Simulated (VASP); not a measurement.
# Cl in VASP: a series of runs

The runs below take Cl through single point, with PBE+D3(BJ).

Everything below comes from runs of VASP 6.6.1. Logs are shortened: lines on timing, memory, paths and dates and some standing lists are left out, and cuts for length are marked.

**1. The cell of the first run**

The cell holds a disordered packing, 16 atoms: a = 8.434 Å, b = 8.434 Å, c = 8.434 Å, α = 90.00°, β = 90.00°, γ = 90.00°.

**2. Single point, PBE+D3(BJ)**

File INCAR:

```
PREC     = Accurate       # precision mode
ENCUT    = 520            # plane-wave cutoff, eV
EDIFF    = 1E-6           # SCF threshold, eV
ISMEAR   = -1             # smearing method
SIGMA    = 0.02           # smearing width, eV
LREAL    = Auto         
LASPH    = True           # aspherical terms in the spheres
NELM     = 60             # most SCF steps
ALGO     = Normal         # electronic algorithm
ISIF     = 2              # what is computed and relaxed
LWAVE    = False          # write WAVECAR
LCHARG   = False          # write CHGCAR
GGA      = PE             # functional
IVDW     = 12             # dispersion correction
NBANDS   = 70             # bands
```

File KPOINTS:

```
Automatic mesh
0
Gamma
  1 1 1
```

File POSCAR:

```
Cl
1.0
    8.4343270000      0.0000000000      0.0000000000
    0.0000000000      8.4343270000      0.0000000000
    0.0000000000      0.0000000000      8.4343270000
Cl
16
Direct
    0.3305657938      0.0729400224      0.7805364909
    0.3738057583      0.3054659844      0.7472321147
    0.8993248661      0.9936773853      0.7808447550
    0.6441533509      1.0049883055      0.7877688404
    0.9217925746      0.4393355866      0.6851761854
    0.8961473749      0.4687866619      0.4451926040
    0.6833977388     -0.0650674322      0.4435564331
    0.7046679599     -0.0160178755      0.2162116788
    0.1215153266      0.8792047071      0.4461885341
    0.1923686383      0.8437306260      0.2245703777
    0.9351783491      0.4319728177      0.0562226245
    0.7115090510      0.3633722050      0.0748133194
    0.3340041239      0.6801016845      0.9836943718
    0.3147257629      0.6742920923      0.7453232487
    0.3701303020      0.3204049357      0.1258665926
    0.3685297001      0.3029168777      0.3706756923
```

Potentials or basis: VASP PAW PBE potentials, release 64 (Cl).

The run is started by

```sh
> cat potpaw_PBE.64/Cl/POTCAR > POTCAR
> mpirun -np 1 vasp_gam > vasp.out
```

OUTCAR:

```text
PREC = Accurate
   ENCUT = 520
   EDIFF = 1E-6
   ISMEAR = -1
   LREAL = Auto
   LASPH = True
   NELM = 60
   ISIF = 2
   GGA = PE
   IVDW = 12
 IVDW          = 12

 ion  position               nearest neighbor table
   1  0.331  0.073  0.781-   2 2.01
   2  0.374  0.305  0.747-   1 2.01
   3  0.899  0.994  0.781-   4 2.16
   4  0.644  0.005  0.788-   3 2.16
   5  0.922  0.439  0.685-   6 2.05
   6  0.896  0.469  0.445-   5 2.05
[... 8 lines left out ...]
  15  0.370  0.320  0.126-  16 2.07
  16  0.369  0.303  0.371-  15 2.07

  LATTYP: Found a simple cubic cell.
 ALAT       =     8.4343270000

  Lattice vectors:

 A1 = (   8.4343270000,   0.0000000000,   0.0000000000)
 A2 = (   0.0000000000,   8.4343270000,   0.0000000000)
 A3 = (   0.0000000000,   0.0000000000,   8.4343270000)

Analysis of symmetry for initial positions (statically):
=====================================================================
 Subroutine PRICEL returns:
 Original cell was already a primitive cell.

 Routine SETGRP: Setting up the symmetry group for a
 simple cubic supercell.

 Subroutine GETGRP returns: Found  1 space group operations
 (whereof  1 operations were pure point group operations)
 out of a pool of 48 trial point group operations.

The static configuration has the point symmetry C_1 .

Analysis of symmetry for dynamics (positions and initial velocities):
=====================================================================
 Subroutine PRICEL returns:
 Original cell was already a primitive cell.

 Routine SETGRP: Setting up the symmetry group for a
 simple cubic supercell.

 Subroutine GETGRP returns: Found  1 space group operations
 (whereof  1 operations were pure point group operations)
 out of a pool of 48 trial point group operations.

The dynamic configuration has the point symmetry C_1 .

 Subroutine INISYM returns: Found  1 space group operations
 (whereof  1 operations are pure point group operations),
 and found     1 'primitive' translations

----------------------------------------------------------------------------------------

                                     Primitive cell

  volume of cell :     600.0001

  direct lattice vectors                    reciprocal lattice vectors
     8.434327000  0.000000000  0.000000000     0.118563105  0.000000000  0.000000000
     0.000000000  8.434327000  0.000000000     0.000000000  0.118563105  0.000000000
     0.000000000  0.000000000  8.434327000     0.000000000  0.000000000  0.118563105

  length of vectors
     8.434327000  8.434327000  8.434327000     0.118563105  0.118563105  0.118563105

  position of ions in fractional coordinates (direct lattice)
     0.330565794  0.072940022  0.780536491
     0.373805758  0.305465984  0.747232115
     0.899324866  0.993677385  0.780844755
     0.644153351  0.004988305  0.787768840
     0.921792575  0.439335587  0.685176185
     0.896147375  0.468786662  0.445192604
[... 8 lines left out ...]
     0.370130302  0.320404936  0.125866593
     0.368529700  0.302916878  0.370675692

  ion indices of the primitive-cell ions
   primitive index   ion index
                 1           1
                 2           2
                 3           3
                 4           4
                 5           5
                 6           6
[... 8 lines left out ...]
                15          15
                16          16

----------------------------------------------------------------------------------------

 KPOINTS: Automatic mesh

Automatic generation of k-mesh.
 Grid dimensions read from file:
 generate k-points for:    1    1    1

 Generating k-lattice:

  Cartesian coordinates                     Fractional coordinates (reciprocal lattice)
     0.118563105  0.000000000  0.000000000     1.000000000  0.000000000  0.000000000
     0.000000000  0.118563105  0.000000000     0.000000000  1.000000000  0.000000000
     0.000000000  0.000000000  0.118563105     0.000000000  0.000000000  1.000000000

  Length of vectors
     0.118563105  0.118563105  0.118563105

  Shift w.r.t. Gamma in fractional coordinates (k-lattice)
     0.000000000  0.000000000  0.000000000

 Subroutine IBZKPT returns following result:
 ===========================================

 Found      1 irreducible k-points:

 Following reciprocal coordinates:
            Coordinates               Weight
  0.000000  0.000000  0.000000      1.000000
   k-points           NKPTS =      1   k-points in BZ     NKDIM =      1   number of bands    NBANDS=     70
   number of dos      NEDOS =    301   number of ions     NIONS =     16
   total plane-waves  NPLWV = 262144
   dimension x,y,z NGX =    64 NGY =   64 NGZ =   64
   dimension x,y,z NGXF=   128 NGYF=  128 NGZF=  128
   ions per type =              16
   NGX,Y,Z   is equivalent  to a cutoff of  12.61, 12.61, 12.61 a.u.
   NGXF,Y,Z  is equivalent  to a cutoff of  25.23, 25.23, 25.23 a.u.
 SYSTEM =  unknown system
   PREC   = accura    normal or accurate (medium, high low for compatibility)
   ISTART =      0    job   : 0-new  1-cont  2-samecut
   ICHARG =      2    charge: 1-file 2-atom 10-const
   ISPIN  =      1    spin polarized calculation?
   LNONCOLLINEAR =      F non collinear calculations
   LSORBIT =      F    spin-orbit coupling
   LASPH  =      T    aspherical Exc in radial PAW
   ENCUT  =  520.0 eV  38.22 Ry    6.18 a.u.  15.68 15.68 15.68*2*pi/ulx,y,z
   NELM   =     60;   NELMIN=  2; NELMDL= -5     # of ELM steps
   EDIFF  = 0.1E-05   stopping-criterion for ELM
   LREAL  =      T    real-space projection
   EDIFFG = 0.1E-04   stopping-criterion for IOM
   NSW    =      0    number of steps for IOM
   IBRION =     -1    ionic relax: 0-MD 1-quasi-New 2-CG
   NFREE  =      0    steps in history (QN), initial steepest desc. (CG)
   ISIF   =      2    stress and relaxation
   ISYM   =      2    0-nonsym 1-usesym 2-fastsym
   POTIM  = 0.5000    time-step for ionic-motion
   TEBEG  =    0.0;   TEEND  =   0.0 temperature during run
   PSTRESS=    0.0 pullay stress
   NELECT =     112.0000    total number of electrons
   NUPDOWN=      -1.0000    fix difference up-down
   EMIN   =  10.00;   EMAX   =-10.00  energy-range for DOS
   EFERMI =   0.00;   METHOD = LEGACY
   ISMEAR =    -1;   SIGMA  =   0.02  broadening in eV -4-tet -1-fermi 0-gaus
   EFERMI_NEDOS =   21; number of points for ismear=-14 and -15
   IALGO  =     38    algorithm
   IMIX   =      4    mixing-type and parameters
     AMIX     =   0.40;   BMIX     =  1.00
     AMIX_MAG =   1.60;   BMIX_MAG =  1.00
  volume/ion in A,a.u.               =      37.50       253.06
  Fermi-wavevector in a.u.,A,eV,Ry     =   0.935615  1.768056 11.910200  0.875375
  Thomas-Fermi vector in A             =   2.062540
   LORBIT       =      0    0 simple, 1 ext, 2 COOP (PROOUT), +10 PAW based schemes
   GGA     = PE    functional components
   LHFCALC =     F    Hartree Fock is set to
   AEXX    =    0.0000 exact exchange contribution
   IVDW    =    12    specifies the selected vdW correction
   LEPSILON=     F    determine dielectric tensor
   LRPA    =     F    only Hartree local field effects (RPA)
 non-spin polarized calculation
  energy-cutoff  :      520.00
  volume of cell :      600.00
 maximum number of plane-waves:      8068
 NGX is ok and might be reduce to    64
   NGX = 31   NGY = 31   NGZ = 31

 number of electron     111.9999996 magnetization

 Free energy of the ion-electron system (eV)
  ---------------------------------------------------
  ext. energy  EPLUGINS =         0.00000000
  ---------------------------------------------------
  free energy    TOTEN  =       -29.75932524 eV

  energy without entropy =      -29.75932524  energy(sigma->0) =      -29.75932524

 E-fermi :  -1.1828     XC(G=0):  -6.5462

 val. band max:       -1.7019038445   @ k =   0.0000   0.0000   0.0000
 cond. band min:      -0.0841903525   @ k =   0.0000   0.0000   0.0000
 fundamental gap:      1.6177134920
 Fermi energy:        -1.1828109272

 k-point     1 :       0.0000    0.0000    0.0000
  band No.  band energies     occupation
      1     -19.5298      2.00000
      2     -19.0546      2.00000
      3     -18.7034      2.00000
      4     -18.6685      2.00000
      5     -18.2869      2.00000
      6     -18.2585      2.00000
[... 60 lines left out ...]
     67       5.7339      0.00000
     68       5.8117      0.00000
 [bands above 68 left out]

------------------------ aborting loop because EDIFF is reached ----------------------------------------

 Edisp (eV)   -1.74236

 E8    (eV) :    -0.5664

  FORCE on cell =-STRESS in cart. coord.  units (eV):
  Direction    XX          YY          ZZ          XY          YZ          ZX
  --------------------------------------------------------------------------------------
  -------------------------------------------------------------------------------------
  Total      -3.71015    -1.36813    -3.94232     0.63494    -0.29466    -0.39584
  in kB      -9.90720    -3.65331   -10.52715     1.69549    -0.78684    -1.05700
  external pressure =       -8.03 kB  Pullay stress =        0.00 kB

 VOLUME and BASIS-vectors are now :
 -----------------------------------------------------------------------------
  energy-cutoff  :      520.00
  volume of cell :      600.00
      direct lattice vectors                 reciprocal lattice vectors
     8.434327000  0.000000000  0.000000000     0.118563105  0.000000000  0.000000000
     0.000000000  8.434327000  0.000000000     0.000000000  0.118563105  0.000000000
     0.000000000  0.000000000  8.434327000     0.000000000  0.000000000  0.118563105

 POSITION                                       TOTAL-FORCE (eV/Angst)
 -----------------------------------------------------------------------------------
      2.78810      0.61520      6.58330        -0.169103     -0.504055     -0.172394
      3.15280      2.57640      6.30240        -0.323142      0.313426      0.056543
      7.58520      8.38100      6.58590        -0.871656      0.134844      0.204772
      5.43300      0.04207      6.64430         1.392087     -0.180246      0.182165
      7.77470      3.70550      5.77900        -0.067819      0.114898     -0.180952
      7.55840      3.95390      3.75490         0.212145     -0.137772      0.200678
[... 8 lines left out ...]
      3.12180      2.70240      1.06160        -0.082335     -0.131317      0.481620
      3.10830      2.55490      3.12640         0.019577      0.036395     -0.402054
 -----------------------------------------------------------------------------------
    total drift:                                0.001233      0.000687     -0.002172

  FREE ENERGIE OF THE ION-ELECTRON SYSTEM (eV)
  ---------------------------------------------------
  free  energy   TOTEN  =       -31.5016844493 eV

  energy  without entropy=      -31.5016844493  energy(sigma->0) =      -31.50168445
```

It took 98 s on 1 thread of Oxide Virtual Turin-like, shared host; peak memory 0.46 GiB.

Results:

```yaml
Free_energy: -31.5017 eV
Pressure: -0.8 GPa
Largest_force: 1.415 eV/Å
Dispersion_energy_per_atom: -0.109 eV
```

Forces in eV/Å, atoms in the order of the input:
```
Cl  -0.169 -0.504 -0.172
Cl  -0.323  0.313  0.057
Cl  -0.872  0.135  0.205
Cl   1.392 -0.180  0.182
Cl  -0.068  0.115 -0.181
Cl   0.212 -0.138  0.201
Cl  -0.258 -0.023  0.683
Cl   0.045  0.012 -0.981
Cl  -0.040 -0.002  0.448
Cl   0.046 -0.043 -0.357
Cl   0.842  0.189 -0.001
Cl  -0.858 -0.069 -0.029
Cl   0.047  0.069  0.062
Cl   0.066  0.221 -0.196
Cl  -0.082 -0.131  0.482
Cl   0.020  0.036 -0.402
```

Stress tensor (GPa, compression positive):
```
-0.99  0.17 -0.11
 0.17 -0.37 -0.08
-0.11 -0.08 -1.05
```

Levels at points of the mesh, in eV from the Fermi level:
```tsv
k point	band 54	band 55	band 56	band 57	band 58	band 59
(0.00, 0.00, 0.00)	-0.72	-0.59	-0.52	1.10	1.20	1.39
```

Caveat: the k points lie up to 0.74 Å⁻¹ apart.

(Part 1 of 2 ends here.)
